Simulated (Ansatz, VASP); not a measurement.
# One calculation of Rh, two programs

```xyz
1
Lattice="0.0000 1.8380 1.8380 1.8380 0.0000 1.8380 1.8380 1.8380 0.0000" Properties=species:S:1:pos:R:3 pbc="T T T"
Rh    0.0000    0.0000    0.0000
```

Alike in both runs: task single point; functional PBE; k mesh 8 × 8 × 8; collinear spin.

|  | VASP | Ansatz |
| --- | --- | --- |
| version | VASP 6.6.1 | Ansatz 0.2 development build |
| potentials or method | VASP PAW PBE potentials, release 64 (Rh_pv) | PAW hard, scalar-relativistic |
| plane-wave cutoff (eV) | 500 | 540 |
| occupations | fermi-dirac, width 0.1 eV | fermi-dirac |

```tsv
	VASP	Ansatz	Ansatz less VASP
net moment per atom (μB)	0.00	0.00	0.000
```

The k mesh is coarse, so the values compare programs but aren't converged.
